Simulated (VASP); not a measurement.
# YSi2Ir2 (P4/nmm) in VASP: single point with LDA

Aim: the single point of YSi2Ir2 with LDA.

Everything below comes from runs of VASP 6.6.1. Logs are shortened: lines on timing, memory, paths and dates and some standing lists are left out, and cuts for length are marked.

## (1) The cell of the first run

It takes space group P4/nmm (No. 129, tetragonal). The conventional cell has a = 4.067 Å, b = 4.067 Å, c = 9.703 Å, α = 90.00°, β = 90.00°, γ = 90.00°. Y (site symmetry 4mm) has 9 Ir at 3.09 to 3.64 Å and 9 Si at 3.11 to 3.73 Å and 4 Y at 4.07 Å within 4.1 Å. Si (site symmetry -4m2) has 4 Ir at 2.39 Å and 4 Si at 2.88 Å and 4 Y at 3.14 Å within 3.2 Å. Within 3.2 Å of Si (site symmetry 4mm) lie 5 Ir at 2.33 to 2.40 Å and 4 Y at 3.11 Å. Ir (site symmetry -4m2) has 4 Si at 2.40 Å and 4 Ir at 2.88 Å and 4 Y at 3.19 Å within 3.2 Å. Within 3.1 Å of Ir (site symmetry 4mm) lie 5 Si at 2.33 to 2.39 Å and 4 Y at 3.09 Å.

## (2) Single point, LDA

Contents of INCAR:

```
SYSTEM = YSi2Ir2
PREC     = Accurate       ! precision mode
ENCUT    = 520            ! plane-wave cutoff, eV
EDIFF    = 1E-7           ! SCF threshold, eV
ISMEAR   = 0              ! smearing method
SIGMA    = 0.05           ! smearing width, eV
LREAL    = .False.        ! projectors in reciprocal space
LASPH    = .True.         ! aspherical terms in the spheres
NELM     = 100            ! most SCF steps
ALGO     = Normal         ! electronic algorithm
ISIF     = 2              ! what is computed and relaxed
LWAVE    = .False.        ! write WAVECAR
LCHARG   = .False.        ! write CHGCAR
GGA      = CA             ! functional
NBANDS   = 48             ! bands
```

Contents of KPOINTS:

```
regular mesh
0
Gamma
  12 12 6
  0 0 0
```

Contents of POSCAR:

```
YSi2Ir2
1.0
    4.0668966451      0.0000000000      0.0000000000
    0.0000000000      4.0668966451      0.0000000000
    0.0000000000      0.0000000000      9.7028170575
Y Si Ir
2 4 4
Direct
    0.5000000000      0.0000000000      0.2535761074
    0.0000000000      0.5000000000      0.7464238926
    0.0000000000      0.0000000000      0.5000000000
    0.5000000000      0.5000000000      0.5000000000
    0.5000000000      0.0000000000      0.8688403905
    0.0000000000      0.5000000000      0.1311596095
    0.0000000000      0.0000000000      0.0000000000
    0.5000000000      0.5000000000      0.0000000000
    0.5000000000      0.0000000000      0.6285144806
    0.0000000000      0.5000000000      0.3714855194
```

Potentials or basis: VASP PAW LDA potentials, release 64 (Y_sv, Si, Ir).

Launch:

```sh
$ cat potpaw_LDA.64/Y_sv/POTCAR potpaw_LDA.64/Si/POTCAR potpaw_LDA.64/Ir/POTCAR > POTCAR
$ mpirun -np 1 vasp_std > vasp.out
```

OUTCAR:

```text
SYSTEM = YSi2Ir2
   PREC = Accurate
   ENCUT = 520
   EDIFF = 1E-7
   ISMEAR = 0
   LREAL = .False.
   LASPH = .True.
   NELM = 100
   ISIF = 2
   GGA = CA

 ion  position               nearest neighbor table
   1  0.500  0.000  0.254-  10 3.09  10 3.09  10 3.09  10 3.09   6 3.11   6 3.11   6 3.11   6 3.11
                             4 3.14   3 3.14   4 3.14   3 3.14   7 3.19   8 3.19   7 3.19   8 3.19
   2  0.000  0.500  0.746-   9 3.09   9 3.09   9 3.09   9 3.09   5 3.11   5 3.11   5 3.11   5 3.11
                             3 3.14   3 3.14   4 3.14   4 3.14   8 3.19   8 3.19   7 3.19   7 3.19
   3  0.000  0.000  0.500-   9 2.39  10 2.39  10 2.39   9 2.39   4 2.88   4 2.88   4 2.88   4 2.88
                             1 3.14   2 3.14   2 3.14   1 3.14
   4  0.500  0.500  0.500-   9 2.39  10 2.39   9 2.39  10 2.39   3 2.88   3 2.88   3 2.88   3 2.88
                             2 3.14   1 3.14   2 3.14   1 3.14
   5  0.500  0.000  0.869-   9 2.33   8 2.40   7 2.40   8 2.40   7 2.40   2 3.11   2 3.11   2 3.11
                             2 3.11   1 3.73
   6  0.000  0.500  0.131-  10 2.33   8 2.40   7 2.40   7 2.40   8 2.40   1 3.11   1 3.11   1 3.11
                             1 3.11   2 3.73
   7  0.000  0.000  0.000-   5 2.40   6 2.40   6 2.40   5 2.40   8 2.88   8 2.88   8 2.88   8 2.88
                             1 3.19   2 3.19   2 3.19   1 3.19
   8  0.500  0.500  0.000-   5 2.40   6 2.40   5 2.40   6 2.40   7 2.88   7 2.88   7 2.88   7 2.88
                             2 3.19   1 3.19   2 3.19   1 3.19
   9  0.500  0.000  0.629-   5 2.33   4 2.39   3 2.39   4 2.39   3 2.39   2 3.09   2 3.09   2 3.09
                             2 3.09   1 3.64
  10  0.000  0.500  0.371-   6 2.33   4 2.39   3 2.39   3 2.39   4 2.39   1 3.09   1 3.09   1 3.09
                             1 3.09   2 3.64

  LATTYP: Found a simple tetragonal cell.
 ALAT       =     4.0668966451
 C/A-ratio  =     2.3858036985

  Lattice vectors:

 A1 = (   4.0668966451,   0.0000000000,   0.0000000000)
 A2 = (   0.0000000000,   4.0668966451,   0.0000000000)
 A3 = (   0.0000000000,   0.0000000000,   9.7028170575)

Analysis of symmetry for initial positions (statically):
=====================================================================
 Subroutine PRICEL returns:
 Original cell was already a primitive cell.

 Routine SETGRP: Setting up the symmetry group for a
 simple tetragonal supercell.

 Subroutine GETGRP returns: Found 16 space group operations
 (whereof  8 operations were pure point group operations)
 out of a pool of 16 trial point group operations.

The static configuration has the point symmetry D_2d.
 The point group associated with its full space group is D_4h.

Analysis of symmetry for dynamics (positions and initial velocities):
=====================================================================
 Subroutine PRICEL returns:
 Original cell was already a primitive cell.

 Routine SETGRP: Setting up the symmetry group for a
 simple tetragonal supercell.

 Subroutine GETGRP returns: Found 16 space group operations
 (whereof  8 operations were pure point group operations)
 out of a pool of 16 trial point group operations.

The dynamic configuration has the point symmetry D_2d.
 The point group associated with its full space group is D_4h.

 Subroutine INISYM returns: Found 16 space group operations
 (whereof  8 operations are pure point group operations),
 and found     1 'primitive' translations

----------------------------------------------------------------------------------------

                                     Primitive cell

  volume of cell :     160.4812

  direct lattice vectors                    reciprocal lattice vectors
     4.066896645  0.000000000  0.000000000     0.245887734  0.000000000  0.000000000
     0.000000000  4.066896645  0.000000000     0.000000000  0.245887734  0.000000000
     0.000000000  0.000000000  9.702817058     0.000000000  0.000000000  0.103062852

  length of vectors
     4.066896645  4.066896645  9.702817058     0.245887734  0.245887734  0.103062852

  position of ions in fractional coordinates (direct lattice)
     0.500000000  0.000000000  0.253576107
     0.000000000  0.500000000  0.746423893
     0.000000000  0.000000000  0.500000000
     0.500000000  0.500000000  0.500000000
     0.500000000  0.000000000  0.868840390
     0.000000000  0.500000000  0.131159610
     0.000000000  0.000000000  0.000000000
     0.500000000  0.500000000  0.000000000
     0.500000000  0.000000000  0.628514481
     0.000000000  0.500000000  0.371485519

  ion indices of the primitive-cell ions
   primitive index   ion index
                 1           1
                 2           2
                 3           3
                 4           4
                 5           5
                 6           6
                 7           7
                 8           8
                 9           9
                10          10

----------------------------------------------------------------------------------------

 KPOINTS: regular mesh

Automatic generation of k-mesh.
 Grid dimensions read from file:
 generate k-points for:   12   12    6

 Generating k-lattice:

  Cartesian coordinates                     Fractional coordinates (reciprocal lattice)
     0.020490644  0.000000000  0.000000000     0.083333333  0.000000000  0.000000000
     0.000000000  0.020490644  0.000000000     0.000000000  0.083333333  0.000000000
     0.000000000  0.000000000  0.017177142     0.000000000  0.000000000  0.166666667

  Length of vectors
     0.020490644  0.020490644  0.017177142

  Shift w.r.t. Gamma in fractional coordinates (k-lattice)
     0.000000000  0.000000000  0.000000000

 Subroutine IBZKPT returns following result:
 ===========================================

 Found    112 irreducible k-points:

 Following reciprocal coordinates:
            Coordinates               Weight
  0.000000  0.000000  0.000000      1.000000
  0.083333  0.000000  0.000000      4.000000
  0.166667  0.000000  0.000000      4.000000
  0.250000  0.000000  0.000000      4.000000
  0.333333  0.000000  0.000000      4.000000
  0.416667  0.000000  0.000000      4.000000
[... 16 lines left out ...]
  0.333333  0.333333  0.000000      4.000000
  0.416667  0.333333  0.000000      8.000000
 [... further k-points ...]
   k-points           NKPTS =    112   k-points in BZ     NKDIM =    112   number of bands    NBANDS=     48
   number of dos      NEDOS =    301   number of ions     NIONS =     10
   total plane-waves  NPLWV =  64800
   dimension x,y,z NGX =    30 NGY =   30 NGZ =   72
   dimension x,y,z NGXF=    60 NGYF=   60 NGZF=  144
   ions per type =               2   4   4
   NGX,Y,Z   is equivalent  to a cutoff of  12.26, 12.26, 12.34 a.u.
   NGXF,Y,Z  is equivalent  to a cutoff of  24.53, 24.53, 24.67 a.u.
 SYSTEM =  YSi2Ir2
   PREC   = accura    normal or accurate (medium, high low for compatibility)
   ISTART =      0    job   : 0-new  1-cont  2-samecut
   ICHARG =      2    charge: 1-file 2-atom 10-const
   ISPIN  =      1    spin polarized calculation?
   LNONCOLLINEAR =      F non collinear calculations
   LSORBIT =      F    spin-orbit coupling
   LASPH  =      T    aspherical Exc in radial PAW
   ENCUT  =  520.0 eV  38.22 Ry    6.18 a.u.   7.56  7.56 18.04*2*pi/ulx,y,z
   NELM   =    100;   NELMIN=  2; NELMDL= -5     # of ELM steps
   EDIFF  = 0.1E-06   stopping-criterion for ELM
   LREAL  =      F    real-space projection
   EDIFFG = 0.1E-05   stopping-criterion for IOM
   NSW    =      0    number of steps for IOM
   IBRION =     -1    ionic relax: 0-MD 1-quasi-New 2-CG
   NFREE  =      0    steps in history (QN), initial steepest desc. (CG)
   ISIF   =      2    stress and relaxation
   ISYM   =      2    0-nonsym 1-usesym 2-fastsym
   POTIM  = 0.5000    time-step for ionic-motion
   TEBEG  =    0.0;   TEEND  =   0.0 temperature during run
   PSTRESS=    0.0 pullay stress
   NELECT =      74.0000    total number of electrons
   NUPDOWN=      -1.0000    fix difference up-down
   EMIN   =  10.00;   EMAX   =-10.00  energy-range for DOS
   EFERMI =   0.00;   METHOD = LEGACY
   ISMEAR =     0;   SIGMA  =   0.05  broadening in eV -4-tet -1-fermi 0-gaus
   EFERMI_NEDOS =   21; number of points for ismear=-14 and -15
   IALGO  =     38    algorithm
   IMIX   =      4    mixing-type and parameters
     AMIX     =   0.40;   BMIX     =  1.00
     AMIX_MAG =   1.60;   BMIX_MAG =  1.00
  volume/ion in A,a.u.               =      16.05       108.30
  Fermi-wavevector in a.u.,A,eV,Ry     =   1.264768  2.390064 21.764381  1.599637
  Thomas-Fermi vector in A             =   2.398056
   LORBIT       =      0    0 simple, 1 ext, 2 COOP (PROOUT), +10 PAW based schemes
   GGA     = CA    functional components
   LHFCALC =     F    Hartree Fock is set to
   AEXX    =    0.0000 exact exchange contribution
   IVDW    =     0    specifies the selected vdW correction
   LEPSILON=     F    determine dielectric tensor
   LRPA    =     F    only Hartree local field effects (RPA)
 non-spin polarized calculation
 Gauss-broadening in eV      SIGMA  =   0.05
  energy-cutoff  :      520.00
  volume of cell :      160.48
 maximum number of plane-waves:      4348
   NGX = 15   NGY = 15   NGZ = 37

 number of electron      73.9999996 magnetization

 Free energy of the ion-electron system (eV)
  ---------------------------------------------------
  ext. energy  EPLUGINS =         0.00000000
  ---------------------------------------------------
  free energy    TOTEN  =       -90.21873835 eV

  energy without entropy =      -90.21461972  energy(sigma->0) =      -90.21667904

 E-fermi :   8.2941     XC(G=0): -12.1600

 val. band max:        8.2930939638   @ k =   0.5000   0.2500   0.0000
 cond. band min:       8.2960173987   @ k =   0.4167   0.1667   0.0000
 fundamental gap:      0.0029234349
 Fermi energy:         8.2941393580

 k-point     1 :       0.0000    0.0000    0.0000
  band No.  band energies     occupation
      1     -33.7167      2.00000
      2     -33.7162      2.00000
      3     -13.9952      2.00000
      4     -13.9685      2.00000
      5     -13.8368      2.00000
      6     -13.8368      2.00000
[... 1213 lines left out ...]
     47      13.0319      0.00000
     48      13.1811      0.00000

 [... further k-points ...]

------------------------ aborting loop because EDIFF is reached ----------------------------------------

  FORCE on cell =-STRESS in cart. coord.  units (eV):
  Direction    XX          YY          ZZ          XY          YZ          ZX
  --------------------------------------------------------------------------------------
  -------------------------------------------------------------------------------------
  Total        0.9332904      0.9332904      0.8998987      0.0000000      0.0000000      0.0000000
  in kB        9.3175833      9.3175833      8.9842137      0.0000000      0.0000000      0.0000000
  external PRESSURE =       9.2064601 kB  Pullay stress =       0.0000000 kB

 VOLUME and BASIS-vectors are now :
 -----------------------------------------------------------------------------
  energy-cutoff  :      520.00
  volume of cell :      160.48
      direct lattice vectors                 reciprocal lattice vectors
     4.066896645  0.000000000  0.000000000     0.245887734  0.000000000  0.000000000
     0.000000000  4.066896645  0.000000000     0.000000000  0.245887734  0.000000000
     0.000000000  0.000000000  9.702817058     0.000000000  0.000000000  0.103062852

 POSITION                                       TOTAL-FORCE (eV/Angst)
 -----------------------------------------------------------------------------------
      2.03345      0.00000      2.46040        -0.000000     -0.000000      0.002109
      0.00000      2.03345      7.24241         0.000000     -0.000000     -0.002109
      0.00000      0.00000      4.85141         0.000000     -0.000000      0.000000
      2.03345      2.03345      4.85141         0.000000      0.000000      0.000000
      2.03345      0.00000      8.43020        -0.000000     -0.000000     -0.038692
      0.00000      2.03345      1.27262         0.000000     -0.000000      0.038692
      0.00000      0.00000      0.00000         0.000000     -0.000000      0.000000
      2.03345      2.03345      0.00000         0.000000      0.000000      0.000000
      2.03345      0.00000      6.09836         0.000000     -0.000000      0.049988
      0.00000      2.03345      3.60446        -0.000000      0.000000     -0.049988
 -----------------------------------------------------------------------------------
    total drift:                                0.000000      0.000000      0.000000

  FREE ENERGIE OF THE ION-ELECTRON SYSTEM (eV)
  ---------------------------------------------------
  free  energy   TOTEN  =       -90.2187383547 eV

  energy  without entropy=      -90.2146197178  energy(sigma->0) =      -90.21667904
```

Wall time 21 min (1 thread of Intel Xeon Platinum 8488C (Sapphire Rapids), shared host); peak memory 0.75 GiB.

What came out:

| Item | Value |
| --- | --- |
| Free energy | -90.2187 eV |
| Pressure | 0.9 GPa |
| Largest force | 0.050 eV/Å |
| Band gap on the k mesh | zero (bands 37 and 38 overlap by 2.07 eV) |

Forces in eV/Å, atoms in the order of the input:
```
Y    0.000  0.000  0.002
Y    0.000  0.000 -0.002
Si   0.000  0.000  0.000
Si   0.000  0.000  0.000
Si   0.000  0.000 -0.039
Si   0.000  0.000  0.039
Ir   0.000  0.000  0.000
Ir   0.000  0.000  0.000
Ir   0.000  0.000  0.050
Ir   0.000  0.000 -0.050
```

Levels at points of the mesh, in eV from the Fermi level:
```csv
k point,band 32,band 33,band 34,band 35,band 36,band 37,band 38,band 39,band 40,band 41
"(0.00, 0.00, 0.00)",-0.93,-0.69,-0.69,-0.01,-0.01,0.73,0.97,1.76,2.04,2.05
"(0.50, 0.00, 0.00)",-2.61,-2.51,-2.51,-0.09,-0.09,0.12,0.12,0.79,0.79,2.82
"(0.50, 0.50, 0.00)",-2.10,-2.04,-2.04,-1.67,-1.67,-1.21,-1.21,-1.06,-1.06,1.27
"(0.00, 0.00, 0.50)",-0.75,-0.75,-0.47,-0.23,-0.23,0.45,0.73,1.29,2.08,2.25
"(0.50, 0.00, 0.50)",-2.71,-2.17,-2.17,-0.86,-0.86,0.12,0.12,1.56,1.56,2.77
"(0.50, 0.50, 0.50)",-2.46,-2.12,-2.12,-1.67,-1.67,-1.13,-1.13,-0.94,-0.94,1.26
```

Caveat: spin-orbit coupling is left out, which moves the levels of the heavy elements.
